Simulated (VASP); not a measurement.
# Se (P1) in VASP: single point with PBEsol

Aim: the single point of Se with PBEsol.

All numbers are computed with VASP 6.6.1; they aren't measurements. Logs are shortened: lines on timing, memory, paths and dates and some standing lists are left out, and cuts for length are marked.

**1. The cell of the first run**

The typed cell holds 3 atoms: a = 4.355 Å, b = 4.355 Å, c = 4.949 Å, α = 90.00°, β = 90.00°, γ = 120.00°.

**2. Single point, PBEsol (one atom moved)**

Input file INCAR:

```
PREC = Accurate
ENCUT = 520
EDIFF = 1E-6
ISMEAR = 0
SIGMA = 0.02
LREAL = False
LASPH = True
NELM = 60
ALGO = Normal
ISIF = 2
LWAVE = False
LCHARG = False
GGA = PS
NBANDS = 16
```

Input file KPOINTS:

```
Automatic mesh
0
Gamma
  9 9 6
```

Input file POSCAR:

```
Se
1.0
    4.3551696776      0.0000000000      0.0000000000
   -2.1775848388      3.7716875786      0.0000000000
    0.0000000000      0.0000000000      4.9494500000
Se
3
Direct
    0.2170000000      0.0000000000      0.1666666667
    0.0000000000      0.2170000000      0.8333333333
    0.8174418269      0.7830000000      0.5000000000
```

Potentials or basis: VASP PAW PBE potentials, release 64 (Se).

Started as:

```sh
cat potpaw_PBE.64/Se/POTCAR > POTCAR
mpirun -np 1 vasp_std > vasp.out
```

OUTCAR:

```text
PREC = Accurate
   ENCUT = 520
   EDIFF = 1E-6
   ISMEAR = 0
   LREAL = False
   LASPH = True
   NELM = 60
   ISIF = 2
   GGA = PS

 ion  position               nearest neighbor table
   1  0.217  0.000  0.167-   3 2.24   2 2.32
   2  0.000  0.217  0.833-   1 2.32   3 2.33
   3  0.817  0.783  0.500-   1 2.24   2 2.33

  LATTYP: Found a hexagonal cell.
 ALAT       =     4.3551696776
 C/A-ratio  =     1.1364539998

  Lattice vectors:

 A1 = (   4.3551696776,   0.0000000000,   0.0000000000)
 A2 = (  -2.1775848388,   3.7716875786,   0.0000000000)
 A3 = (   0.0000000000,   0.0000000000,   4.9494500000)

Analysis of symmetry for initial positions (statically):
=====================================================================
 Subroutine PRICEL returns:
 Original cell was already a primitive cell.

 Routine SETGRP: Setting up the symmetry group for a
 hexagonal supercell.

 Subroutine GETGRP returns: Found  1 space group operations
 (whereof  1 operations were pure point group operations)
 out of a pool of 24 trial point group operations.

The static configuration has the point symmetry C_1 .

Analysis of symmetry for dynamics (positions and initial velocities):
=====================================================================
 Subroutine PRICEL returns:
 Original cell was already a primitive cell.

 Routine SETGRP: Setting up the symmetry group for a
 hexagonal supercell.

 Subroutine GETGRP returns: Found  1 space group operations
 (whereof  1 operations were pure point group operations)
 out of a pool of 24 trial point group operations.

The dynamic configuration has the point symmetry C_1 .

 Subroutine INISYM returns: Found  1 space group operations
 (whereof  1 operations are pure point group operations),
 and found     1 'primitive' translations

----------------------------------------------------------------------------------------

                                     Primitive cell

  volume of cell :      81.3013

  direct lattice vectors                    reciprocal lattice vectors
     4.355169678  0.000000000  0.000000000     0.229612179  0.132566653  0.000000000
    -2.177584839  3.771687579  0.000000000     0.000000000  0.265133307  0.000000000
     0.000000000  0.000000000  4.949450000     0.000000000  0.000000000  0.202042651

  length of vectors
     4.355169678  4.355169678  4.949450000     0.265133307  0.265133307  0.202042651

  position of ions in fractional coordinates (direct lattice)
     0.217000000  0.000000000  0.166666667
     0.000000000  0.217000000  0.833333333
     0.817441827  0.783000000  0.500000000

  ion indices of the primitive-cell ions
   primitive index   ion index
                 1           1
                 2           2
                 3           3

----------------------------------------------------------------------------------------

 KPOINTS: Automatic mesh

Automatic generation of k-mesh.
 Grid dimensions read from file:
 generate k-points for:    9    9    6

 Generating k-lattice:

  Cartesian coordinates                     Fractional coordinates (reciprocal lattice)
     0.025512464  0.014729628  0.000000000     0.111111111  0.000000000  0.000000000
     0.000000000  0.029459256  0.000000000     0.000000000  0.111111111  0.000000000
     0.000000000  0.000000000  0.033673775     0.000000000  0.000000000  0.166666667

  Length of vectors
     0.029459256  0.029459256  0.033673775

  Shift w.r.t. Gamma in fractional coordinates (k-lattice)
     0.000000000  0.000000000  0.000000000

 Subroutine IBZKPT returns following result:
 ===========================================

 Found    244 irreducible k-points:

 Following reciprocal coordinates:
            Coordinates               Weight
  0.000000  0.000000  0.000000      1.000000
  0.111111  0.000000  0.000000      2.000000
  0.000000  0.111111  0.000000      2.000000
 -0.111111  0.111111  0.000000      2.000000
  0.222222  0.000000  0.000000      2.000000
  0.000000  0.222222  0.000000      2.000000
[... 16 lines left out ...]
  0.333333  0.111111  0.000000      2.000000
 -0.111111  0.444444  0.000000      2.000000
 [... further k-points ...]
   k-points           NKPTS =    244   k-points in BZ     NKDIM =    244   number of bands    NBANDS=     16
   number of dos      NEDOS =    301   number of ions     NIONS =      3
   total plane-waves  NPLWV =  40960
   dimension x,y,z NGX =    32 NGY =   32 NGZ =   40
   dimension x,y,z NGXF=    64 NGYF=   64 NGZF=   80
   ions per type =               3
   NGX,Y,Z   is equivalent  to a cutoff of  12.22, 12.22, 13.44 a.u.
   NGXF,Y,Z  is equivalent  to a cutoff of  24.43, 24.43, 26.87 a.u.
 SYSTEM =  unknown system
   PREC   = accura    normal or accurate (medium, high low for compatibility)
   ISTART =      0    job   : 0-new  1-cont  2-samecut
   ICHARG =      2    charge: 1-file 2-atom 10-const
   ISPIN  =      1    spin polarized calculation?
   LNONCOLLINEAR =      F non collinear calculations
   LSORBIT =      F    spin-orbit coupling
   LASPH  =      T    aspherical Exc in radial PAW
   ENCUT  =  520.0 eV  38.22 Ry    6.18 a.u.   8.10  8.10  9.20*2*pi/ulx,y,z
   NELM   =     60;   NELMIN=  2; NELMDL= -5     # of ELM steps
   EDIFF  = 0.1E-05   stopping-criterion for ELM
   LREAL  =      F    real-space projection
   EDIFFG = 0.1E-04   stopping-criterion for IOM
   NSW    =      0    number of steps for IOM
   IBRION =     -1    ionic relax: 0-MD 1-quasi-New 2-CG
   NFREE  =      0    steps in history (QN), initial steepest desc. (CG)
   ISIF   =      2    stress and relaxation
   ISYM   =      2    0-nonsym 1-usesym 2-fastsym
   POTIM  = 0.5000    time-step for ionic-motion
   TEBEG  =    0.0;   TEEND  =   0.0 temperature during run
   PSTRESS=    0.0 pullay stress
   NELECT =      18.0000    total number of electrons
   NUPDOWN=      -1.0000    fix difference up-down
   EMIN   =  10.00;   EMAX   =-10.00  energy-range for DOS
   EFERMI =   0.00;   METHOD = LEGACY
   ISMEAR =     0;   SIGMA  =   0.02  broadening in eV -4-tet -1-fermi 0-gaus
   EFERMI_NEDOS =   21; number of points for ismear=-14 and -15
   IALGO  =     38    algorithm
   IMIX   =      4    mixing-type and parameters
     AMIX     =   0.40;   BMIX     =  1.00
     AMIX_MAG =   1.60;   BMIX_MAG =  1.00
  volume/ion in A,a.u.               =      27.10       182.88
  Fermi-wavevector in a.u.,A,eV,Ry     =   0.990375  1.871538 13.345180  0.980843
  Thomas-Fermi vector in A             =   2.122041
   LORBIT       =      0    0 simple, 1 ext, 2 COOP (PROOUT), +10 PAW based schemes
   GGA     = PS    functional components
   LHFCALC =     F    Hartree Fock is set to
   AEXX    =    0.0000 exact exchange contribution
   IVDW    =     0    specifies the selected vdW correction
   LEPSILON=     F    determine dielectric tensor
   LRPA    =     F    only Hartree local field effects (RPA)
 non-spin polarized calculation
 Gauss-broadening in eV      SIGMA  =   0.02
  energy-cutoff  :      520.00
  volume of cell :       81.30
 maximum number of plane-waves:      2206
   NGX = 17   NGY = 17   NGZ = 19

 number of electron      17.9999998 magnetization

 Free energy of the ion-electron system (eV)
  ---------------------------------------------------
  ext. energy  EPLUGINS =         0.00000000
  ---------------------------------------------------
  free energy    TOTEN  =       -11.27041261 eV

  energy without entropy =      -11.27041261  energy(sigma->0) =      -11.27041261

 E-fermi :   2.8415     XC(G=0):  -9.0016

 val. band max:        2.7051369906   @ k =  -0.1111  -0.4444   0.5000
 cond. band min:       3.5439929807   @ k =   0.3333   0.3333   0.5000
 fundamental gap:      0.8388559901
 Fermi energy:         2.8414681653

 k-point     1 :       0.0000    0.0000    0.0000
  band No.  band energies     occupation
      1     -13.6998      2.00000
      2      -9.4092      2.00000
      3      -9.0946      2.00000
      4      -1.5410      2.00000
      5      -1.3191      2.00000
      6      -1.1858      2.00000
[... 8 lines left out ...]
     15       8.9964      0.00000
     16      10.8229      0.00000

 k-point     2 :       0.1111    0.0000    0.0000
  band No.  band energies     occupation
      1     -13.6600      2.00000
      2      -9.4036      2.00000
      3      -9.1245      2.00000
      4      -1.7901      2.00000
      5      -1.6421      2.00000
      6      -1.0295      2.00000
[... 8 lines left out ...]
     15       9.3847      0.00000
     16      10.8747      0.00000

 k-point     3 :       0.0000    0.1111    0.0000
  band No.  band energies     occupation
      1     -13.6576      2.00000
      2      -9.4372      2.00000
      3      -9.0937      2.00000
      4      -1.9269      2.00000
      5      -1.5330      2.00000
      6      -0.9681      2.00000
[... 8 lines left out ...]
     15       9.3208      0.00000
     16      10.8258      0.00000

 k-point     4 :      -0.1111    0.1111    0.0000
  band No.  band energies     occupation
      1     -13.6575      2.00000
      2      -9.4397      2.00000
      3      -9.0908      2.00000
      4      -1.9492      2.00000
      5      -1.5039      2.00000
      6      -0.9755      2.00000
[... 8 lines left out ...]
     15       9.2614      0.00000
     16      10.8178      0.00000
[... 324 lines left out ...]
 k-point    22 :       0.3333   -0.1111    0.0000
  band No.  band energies     occupation
      1     -13.4654      2.00000
      2      -9.4438      2.00000
      3      -9.2275      2.00000
      4      -2.5277      2.00000
      5      -2.1779      2.00000
      6      -0.9071      2.00000
[... 8 lines left out ...]
     15      10.6379      0.00000
     16      11.4059      0.00000

 k-point    23 :       0.3333    0.1111    0.0000
  band No.  band energies     occupation
      1     -13.3522      2.00000
      2      -9.4267      2.00000
      3      -9.3453      2.00000
      4      -2.6888      2.00000
      5      -2.3739      2.00000
      6      -0.9319      2.00000
[... 8 lines left out ...]
     15      11.6893      0.00000
     16      12.0922      0.00000

 k-point    24 :      -0.1111    0.4444    0.0000
  band No.  band energies     occupation
      1     -13.3282      2.00000
      2      -9.7260      2.00000
      3      -9.0684      2.00000
      4      -2.8881      2.00000
      5      -2.2358      2.00000
      6      -0.7461      2.00000
[... 8 lines left out ...]
     15      11.6758      0.00000
     16      11.9311      0.00000

 [... further k-points ...]
[... 5 lines left out ...]
  --------------------------------------------------------------------------------------
  -------------------------------------------------------------------------------------
  Total        2.1843386      1.7677188      3.8430800      0.4030608     -0.6266234     -0.8553849
  in kB       43.0460015     34.8358195     75.7342411      7.9429784    -12.3486491    -16.8567724
  external PRESSURE =      51.2053540 kB  Pullay stress =       0.0000000 kB

 VOLUME and BASIS-vectors are now :
 -----------------------------------------------------------------------------
  energy-cutoff  :      520.00
  volume of cell :       81.30
      direct lattice vectors                 reciprocal lattice vectors
     4.355169678  0.000000000  0.000000000     0.229612179  0.132566653  0.000000000
    -2.177584839  3.771687579  0.000000000     0.000000000  0.265133307  0.000000000
     0.000000000  0.000000000  4.949450000     0.000000000  0.000000000  0.202042651

 POSITION                                       TOTAL-FORCE (eV/Angst)
 -----------------------------------------------------------------------------------
      0.94507      0.00000      0.82491         1.835278      0.369705     -0.556079
     -0.47254      0.81846      4.12454        -0.545974      1.013648     -0.029812
      1.85505      2.95323      2.47472        -1.289304     -1.383353      0.585892
 -----------------------------------------------------------------------------------
    total drift:                                0.000193     -0.000039     -0.000024

  FREE ENERGIE OF THE ION-ELECTRON SYSTEM (eV)
  ---------------------------------------------------
  free  energy   TOTEN  =       -11.2704126096 eV

  energy  without entropy=      -11.2704126096  energy(sigma->0) =      -11.27041261
```

It took 2.1 min on 1 thread of Intel Xeon Platinum 8259CL at 2.50GHz (Skylake/Cascade Lake), shared host; peak memory 0.37 GiB.

What came out:

```
Free energy            : -11.2704 eV
Pressure               : 5.1 GPa
Largest force          : 1.980 eV/Å
Band gap on the k mesh : 0.84 eV (least direct gap 0.97 eV)
```

Forces in eV/Å, atoms in the order of the input:
```
Se   1.835  0.370 -0.556
Se  -0.546  1.014 -0.030
Se  -1.289 -1.383  0.586
```

Caveat: the cell differs from its parent crystal (one atom moved); the cell stands under pressure; the PAW data sets were made with another functional, which shifts forces and pressure a little. A k mesh can miss the band edges.
